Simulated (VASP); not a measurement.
# Cu (Fm-3m) in VASP: notebook

Cu is run at these levels: LDA; tasks: single point.

All numbers are computed with VASP 6.6.1; they aren't measurements. Logs are shortened: lines on timing, memory, paths and dates and some standing lists are left out, and cuts for length are marked.

### Step 1. The cell of the first run

The structure is cubic, space group Fm-3m (No. 225). The conventional cell has a = 3.615 Å, b = 3.615 Å, c = 3.615 Å, α = 90.00°, β = 90.00°, γ = 90.00°. Within 3.4 Å of Cu (site symmetry m-3m) lie 12 Cu at 2.56 Å.

### Step 2. Single point, LDA

INCAR

```
SYSTEM = Cu
PREC     = Accurate       ! precision mode
ENCUT    = 600            ! plane-wave cutoff, eV
EDIFF    = 1E-6           ! SCF threshold, eV
ISMEAR   = 0              ! smearing method
SIGMA    = 0.01           ! smearing width, eV
LREAL    = .False.        ! projectors in reciprocal space
LASPH    = .True.         ! aspherical terms in the spheres
NELM     = 120            ! most SCF steps
ALGO     = Normal         ! electronic algorithm
ISIF     = 2              ! what is computed and relaxed
LWAVE    = .False.        ! write WAVECAR
LCHARG   = .True.         ! write CHGCAR
GGA      = CA             ! functional
LELF     = .True.         ! ELF
LVHAR    = .True.       
NBANDS   = 12             ! bands
GGA_COMPAT= .False.
```

KPOINTS

```
Automatic mesh
0
Gamma
  8 8 8
  0 0 0
```

POSCAR

```
Cu
1.0
    0.0000000000      1.8075000000      1.8075000000
    1.8075000000      0.0000000000      1.8075000000
    1.8075000000      1.8075000000      0.0000000000
Cu
1
Direct
    0.0000000000      0.0000000000      0.0000000000
```

Potentials or basis: VASP PAW LDA potentials, release 64 (Cu).

On the command line:

```bash
$ cat potpaw_LDA.64/Cu/POTCAR > POTCAR
$ mpirun -np 1 vasp_std > vasp.out
```

OUTCAR:

```text
SYSTEM = Cu
   PREC = Accurate
   ENCUT = 600
   EDIFF = 1E-6
   ISMEAR = 0
   LREAL = .False.
   LASPH = .True.
   NELM = 120
   ISIF = 2
   GGA = CA

 ion  position               nearest neighbor table
   1  0.000  0.000  0.000-

  LATTYP: Found a face centered cubic cell.
 ALAT       =     3.6150000000

  Lattice vectors:

 A1 = (   0.0000000000,   1.8075000000,   1.8075000000)
 A2 = (   1.8075000000,   0.0000000000,   1.8075000000)
 A3 = (   1.8075000000,   1.8075000000,   0.0000000000)

Analysis of symmetry for initial positions (statically):
=====================================================================
 Subroutine PRICEL returns:
 Original cell was already a primitive cell.

 Routine SETGRP: Setting up the symmetry group for a
 face centered cubic supercell.

 Subroutine GETGRP returns: Found 48 space group operations
 (whereof 48 operations were pure point group operations)
 out of a pool of 48 trial point group operations.

The static configuration has the point symmetry O_h .

Analysis of symmetry for dynamics (positions and initial velocities):
=====================================================================
 Subroutine PRICEL returns:
 Original cell was already a primitive cell.

 Routine SETGRP: Setting up the symmetry group for a
 face centered cubic supercell.

 Subroutine GETGRP returns: Found 48 space group operations
 (whereof 48 operations were pure point group operations)
 out of a pool of 48 trial point group operations.

The dynamic configuration has the point symmetry O_h .

 Subroutine INISYM returns: Found 48 space group operations
 (whereof 48 operations are pure point group operations),
 and found     1 'primitive' translations

----------------------------------------------------------------------------------------

                                     Primitive cell

  volume of cell :      11.8104

  direct lattice vectors                    reciprocal lattice vectors
     0.000000000  1.807500000  1.807500000    -0.276625173  0.276625173  0.276625173
     1.807500000  0.000000000  1.807500000     0.276625173 -0.276625173  0.276625173
     1.807500000  1.807500000  0.000000000     0.276625173  0.276625173 -0.276625173

  length of vectors
     2.556191014  2.556191014  2.556191014     0.479128854  0.479128854  0.479128854

  position of ions in fractional coordinates (direct lattice)
     0.000000000  0.000000000  0.000000000

  ion indices of the primitive-cell ions
   primitive index   ion index
                 1           1

----------------------------------------------------------------------------------------

 KPOINTS: Automatic mesh

Automatic generation of k-mesh.
 Grid dimensions read from file:
 generate k-points for:    8    8    8

 Generating k-lattice:

  Cartesian coordinates                     Fractional coordinates (reciprocal lattice)
    -0.034578147  0.034578147  0.034578147     0.125000000  0.000000000  0.000000000
     0.034578147 -0.034578147  0.034578147     0.000000000  0.125000000  0.000000000
     0.034578147  0.034578147 -0.034578147     0.000000000  0.000000000  0.125000000

  Length of vectors
     0.059891107  0.059891107  0.059891107

  Shift w.r.t. Gamma in fractional coordinates (k-lattice)
     0.000000000  0.000000000  0.000000000

 Subroutine IBZKPT returns following result:
 ===========================================

 Found     29 irreducible k-points:

 Following reciprocal coordinates:
            Coordinates               Weight
  0.000000  0.000000  0.000000      1.000000
  0.125000  0.000000  0.000000      8.000000
  0.250000  0.000000  0.000000      8.000000
  0.375000  0.000000  0.000000      8.000000
  0.500000  0.000000  0.000000      4.000000
  0.125000  0.125000  0.000000      6.000000
[... 16 lines left out ...]
  0.500000  0.250000  0.125000     48.000000
 -0.375000  0.250000  0.125000     24.000000
 [... further k-points ...]
   k-points           NKPTS =     29   k-points in BZ     NKDIM =     29   number of bands    NBANDS=     12
   number of dos      NEDOS =    301   number of ions     NIONS =      1
   total plane-waves  NPLWV =   8000
   dimension x,y,z NGX =    20 NGY =   20 NGZ =   20
   dimension x,y,z NGXF=    40 NGYF=   40 NGZF=   40
   ions per type =               1
   NGX,Y,Z   is equivalent  to a cutoff of  13.01, 13.01, 13.01 a.u.
   NGXF,Y,Z  is equivalent  to a cutoff of  26.01, 26.01, 26.01 a.u.
 SYSTEM =  Cu
   PREC   = accura    normal or accurate (medium, high low for compatibility)
   ISTART =      0    job   : 0-new  1-cont  2-samecut
   ICHARG =      2    charge: 1-file 2-atom 10-const
   ISPIN  =      1    spin polarized calculation?
   LNONCOLLINEAR =      F non collinear calculations
   LSORBIT =      F    spin-orbit coupling
   LASPH  =      T    aspherical Exc in radial PAW
   ENCUT  =  600.0 eV  44.10 Ry    6.64 a.u.   5.11  5.11  5.11*2*pi/ulx,y,z
   NELM   =    120;   NELMIN=  2; NELMDL= -5     # of ELM steps
   EDIFF  = 0.1E-05   stopping-criterion for ELM
   LREAL  =      F    real-space projection
   EDIFFG = 0.1E-04   stopping-criterion for IOM
   NSW    =      0    number of steps for IOM
   IBRION =     -1    ionic relax: 0-MD 1-quasi-New 2-CG
   NFREE  =      0    steps in history (QN), initial steepest desc. (CG)
   ISIF   =      2    stress and relaxation
   ISYM   =      2    0-nonsym 1-usesym 2-fastsym
   POTIM  = 0.5000    time-step for ionic-motion
   TEBEG  =    0.0;   TEEND  =   0.0 temperature during run
   PSTRESS=    0.0 pullay stress
   NELECT =      11.0000    total number of electrons
   NUPDOWN=      -1.0000    fix difference up-down
   EMIN   =  10.00;   EMAX   =-10.00  energy-range for DOS
   EFERMI =   0.00;   METHOD = LEGACY
   ISMEAR =     0;   SIGMA  =   0.01  broadening in eV -4-tet -1-fermi 0-gaus
   EFERMI_NEDOS =   21; number of points for ismear=-14 and -15
   IALGO  =     38    algorithm
   IMIX   =      4    mixing-type and parameters
     AMIX     =   0.40;   BMIX     =  1.00
     AMIX_MAG =   1.60;   BMIX_MAG =  1.00
  volume/ion in A,a.u.               =      11.81        79.70
  Fermi-wavevector in a.u.,A,eV,Ry     =   1.598763  3.021224 34.777078  2.556043
  Thomas-Fermi vector in A             =   2.696162
   LORBIT       =      0    0 simple, 1 ext, 2 COOP (PROOUT), +10 PAW based schemes
   GGA     = CA    functional components
   LHFCALC =     F    Hartree Fock is set to
   AEXX    =    0.0000 exact exchange contribution
   IVDW    =     0    specifies the selected vdW correction
   LEPSILON=     F    determine dielectric tensor
   LRPA    =     F    only Hartree local field effects (RPA)
 non-spin polarized calculation
 Gauss-broadening in eV      SIGMA  =   0.01
  energy-cutoff  :      600.00
  volume of cell :       11.81
 maximum number of plane-waves:       411
   NGX = 11   NGY = 11   NGZ = 11

 number of electron      11.0000001 magnetization

 Free energy of the ion-electron system (eV)
  ---------------------------------------------------
  ext. energy  EPLUGINS =         0.00000000
  ---------------------------------------------------
  free energy    TOTEN  =        -4.64083676 eV

  energy without entropy =       -4.64053341  energy(sigma->0) =       -4.64068509

 E-fermi :   7.1881     XC(G=0): -13.1014

 val. band max:        7.1805989887   @ k =   0.5000   0.2500   0.1250
 cond. band min:       7.4714400345   @ k =   0.5000   0.1250   0.0000
 fundamental gap:      0.2908410457
 Fermi energy:         7.1880552349

 k-point     1 :       0.0000    0.0000    0.0000
  band No.  band energies     occupation
      1      -2.0098      2.00000
      2       4.2770      2.00000
      3       4.2770      2.00000
      4       4.2770      2.00000
      5       5.1154      2.00000
      6       5.1154      2.00000
      7      30.0234      0.00000
      8      32.4844      0.00000
      9      32.4844      0.00000
     10      32.4844      0.00000
     11      35.0256      0.00000
     12      35.0256      0.00000

 k-point     2 :       0.1250    0.0000    0.0000
  band No.  band energies     occupation
      1      -1.4469      2.00000
      2       4.1679      2.00000
      3       4.3714      2.00000
      4       4.3714      2.00000
      5       5.0863      2.00000
      6       5.0863      2.00000
      7      26.1374      0.00000
      8      30.6141      0.00000
      9      31.2905      0.00000
     10      31.2905      0.00000
     11      36.9346      0.00000
     12      36.9353      0.00000

 k-point     3 :       0.2500    0.0000    0.0000
  band No.  band energies     occupation
      1       0.1086      2.00000
      2       4.0296      2.00000
      3       4.4372      2.00000
      4       4.4372      2.00000
      5       5.1968      2.00000
      6       5.1968      2.00000
      7      19.7699      0.00000
      8      29.9111      0.00000
      9      30.0625      0.00000
     10      30.0625      0.00000
     11      35.7811      0.00000
     12      35.7811      0.00000

 k-point     4 :       0.3750    0.0000    0.0000
  band No.  band energies     occupation
      1       1.7960      2.00000
      2       4.3191      2.00000
      3       4.3191      2.00000
      4       4.7263      2.00000
      5       5.5209      2.00000
      6       5.5209      2.00000
      7      14.2140      0.00000
      8      28.9568      0.00000
      9      29.4212      0.00000
     10      29.4212      0.00000
     11      33.3366      0.00000
     12      33.3366      0.00000

 k-point     5 :       0.5000    0.0000    0.0000
  band No.  band energies     occupation
      1       2.2269      2.00000
      2       4.2502      2.00000
      3       4.2502      2.00000
      4       5.6846      2.00000
      5       5.6846      2.00000
      6       6.3605      2.00000
      7      11.0646      0.00000
      8      28.5388      0.00000
      9      29.2510      0.00000
     10      29.2510      0.00000
     11      32.4234      0.00000
     12      32.4234      0.00000
[... 228 lines left out ...]
      1       2.4405      2.00000
      2       2.8827      2.00000
      3       5.6718      2.00000
      4       5.8250      2.00000
      5       5.8250      2.00000
      6       8.8267      0.00000
      7      14.4495      0.00000
      8      20.3405      0.00000
      9      20.3405      0.00000
     10      24.9834      0.00000
     11      27.5973      0.00000
     12      49.2801      0.00000

 k-point    22 :       0.3750    0.2500    0.1250
  band No.  band energies     occupation
      1       1.3382      2.00000
      2       3.6406      2.00000
      3       4.2773      2.00000
      4       4.9521      2.00000
      5       5.0030      2.00000
      6       5.8066      2.00000
      7      20.6377      0.00000
      8      21.2937      0.00000
      9      26.5806      0.00000
     10      31.1291      0.00000
     11      32.9629      0.00000
     12      37.6859      0.00000

 k-point    23 :       0.5000    0.2500    0.1250
  band No.  band energies     occupation
      1       2.7010      2.00000
      2       3.7065      2.00000
      3       4.0090      2.00000
      4       4.8365      2.00000
      5       5.4509      2.00000
      6       7.1806      1.70833
      7      15.3204      0.00000
      8      20.7744      0.00000
      9      23.6823      0.00000
     10      31.1803      0.00000
     11      34.7329      0.00000
     12      38.4546      0.00000

 k-point    24 :      -0.3750    0.2500    0.1250
  band No.  band energies     occupation
      1       2.9943      2.00000
      2       3.7040      2.00000
      3       4.2223      2.00000
      4       4.7340      2.00000
      5       5.6272      2.00000
      6       9.4579      0.00000
      7      11.5617      0.00000
      8      21.5397      0.00000
      9      21.8317      0.00000
     10      30.8838      0.00000
     11      34.6211      0.00000
     12      42.0624      0.00000

 [... further k-points ...]

------------------------ aborting loop because EDIFF is reached ----------------------------------------

  FORCE on cell =-STRESS in cart. coord.  units (eV):
  Direction    XX          YY          ZZ          XY          YZ          ZX
  --------------------------------------------------------------------------------------
  -------------------------------------------------------------------------------------
  Total       -0.7981797     -0.7981797     -0.7981797      0.0000000     -0.0000000      0.0000000
  in kB     -108.2795238   -108.2795238   -108.2795238      0.0000000     -0.0000000      0.0000000
  external PRESSURE =    -108.2795238 kB  Pullay stress =       0.0000000 kB

 VOLUME and BASIS-vectors are now :
 -----------------------------------------------------------------------------
  energy-cutoff  :      600.00
  volume of cell :       11.81
      direct lattice vectors                 reciprocal lattice vectors
     0.000000000  1.807500000  1.807500000    -0.276625173  0.276625173  0.276625173
     1.807500000  0.000000000  1.807500000     0.276625173 -0.276625173  0.276625173
     1.807500000  1.807500000  0.000000000     0.276625173  0.276625173 -0.276625173

 POSITION                                       TOTAL-FORCE (eV/Angst)
 -----------------------------------------------------------------------------------
      0.00000      0.00000      0.00000        -0.000000     -0.000000     -0.000000
 -----------------------------------------------------------------------------------
    total drift:                               -0.000000     -0.000000     -0.000000

  FREE ENERGIE OF THE ION-ELECTRON SYSTEM (eV)
  ---------------------------------------------------
  free  energy   TOTEN  =        -4.6408367630 eV

  energy  without entropy=       -4.6405334104  energy(sigma->0) =       -4.64068509
```

Run time: 6.3 s. Hardware: 1 thread of AMD EPYC 7R43 (Zen 3), shared host; peak memory 0.08 GiB.

Results:

| Property | Result |
| --- | --- |
| Free energy | -4.6408 eV |
| Pressure | -10.8 GPa |
| Band gap on the k mesh | zero (an odd number of electrons rules out a gap without spin polarisation) |

Levels at points of the mesh, in eV from the Fermi level:
```tsv
k point	band 3	band 4	band 5	band 6	band 7	band 8	band 9	band 10
(0.00, 0.00, 0.00)	-2.91	-2.91	-2.07	-2.07	22.84	25.30	25.30	25.30
(0.50, 0.00, 0.00)	-2.94	-1.50	-1.50	-0.83	3.88	21.35	22.06	22.06
(0.50, 0.50, 0.00)	-1.52	-1.36	-1.36	1.64	7.26	13.15	13.15	17.80
```

Caveat: the k points lie up to 0.38 Å⁻¹ apart, too coarse for converged energies and pressures of a metal.

### Step 3. Single point, LDA

INCAR

```
PREC = Accurate
ENCUT = 600
EDIFF = 1E-6
ISMEAR = 0
SIGMA = 0.01
LREAL = F
LASPH = T
NELM = 120
ALGO = Normal
ISIF = 2
LWAVE = F
LCHARG = F
NBANDS = 12
GGA_COMPAT = F
```

KPOINTS

```
Automatic mesh
0
Gamma
  8 8 8
```

POSCAR is that of step 2.

Potentials or basis: VASP PAW LDA potentials, release 64 (Cu).

On the command line:

```bash
$ cat potpaw_LDA.64/Cu/POTCAR > POTCAR
$ mpirun -np 1 vasp_std > vasp.out
```

Run time: 5.5 s. Hardware: 1 thread of AMD EPYC 7R43 (Zen 3), shared host; peak memory 0.08 GiB.

The run converged. Its results:

```
Free energy            : -4.6408 eV
Pressure               : -10.8 GPa
Band gap on the k mesh : zero (an odd number of electrons rules out a gap without spin polarisation)
```

Levels at points of the mesh, in eV from the Fermi level:
| k point | band 4 | band 5 | band 6 | band 7 | band 8 | band 9 |
| --- | --- | --- | --- | --- | --- | --- |
| (0.00, 0.00, 0.00) | -2.91 | -2.07 | -2.07 | 22.84 | 25.30 | 25.30 |
| (0.50, 0.00, 0.00) | -1.50 | -1.50 | -0.83 | 3.88 | 21.35 | 22.06 |
| (0.50, 0.50, 0.00) | -1.36 | -1.36 | 1.64 | 7.26 | 13.15 | 13.15 |

Caveat: the k points lie up to 0.38 Å⁻¹ apart, too coarse for converged energies and pressures of a metal.
